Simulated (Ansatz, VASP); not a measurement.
Si: VASP beside Ansatz

Contents of INCAR:

```
PREC = Accurate
ENCUT = 520
EDIFF = 1E-6
ISMEAR = -1
SIGMA = 0.05
LREAL = F
LASPH = T
NELM = 100
ALGO = Normal
ISIF = 2
LWAVE = F
LCHARG = F
GGA = PE
NBANDS = 11
```

The input KPOINTS:

```
regular mesh
0
Gamma
  11 11 11
```

The input POSCAR:

```
Si
1.0
   -2.3713723045      2.3713723045      1.3292653899
    2.3713723045     -2.3713723045      1.3292653899
    2.3713723045      2.3713723045     -1.3292653899
Si
2
Direct
    0.5000000000      0.5000000000      0.0000000000
    0.2500000000      0.7500000000      0.5000000000
```

input.yaml

```yaml
crystal:
  lattice:
    - [-2.3713723045, 2.3713723045, 1.3292653899]
    - [2.3713723045, -2.3713723045, 1.3292653899]
    - [2.3713723045, 2.3713723045, -1.3292653899]
  atoms:
    - { symbol: Si, position: [0.5, 0.5, 0.0] }
    - { symbol: Si, position: [0.25, 0.75, 0.5] }
kpoints:
  mp_grid: { grid: [11, 11, 11] }
scf:
  occupations: { method: fermi_dirac, width: 0.05 }
hamiltonian:
  xc: pbe
  pseudopotentials: { kind: all_electron, lapw: { basis_error: 0.0005 } }
output:
  forces: true
  stress: true
  eigenvalues: true
```

Alike in both runs: task single point; functional PBE; k mesh 11 × 11 × 11; occupations fermi-dirac, width 0.05 eV; no spin polarisation.

```csv
,VASP,Ansatz
version,VASP 6.6.1,Ansatz 0.2.0
potentials or method,"VASP PAW PBE potentials, release 64 (Si), cutoff 520 eV","all-electron LAPW, scalar-relativistic"
```

```csv
,VASP,Ansatz,Ansatz less VASP
gap on the k mesh at the Fermi level (eV),none,none,-
pressure (GPa),3.1,3.2,+0.07
"traceless stress, the component that is largest in VASP (GPa)",-1.10,-1.12,-0.023
```

A gap of «none» marks a metal or a gap that the smearing closes. Ansatz ran all-electron here, and VASP with PAW potentials.
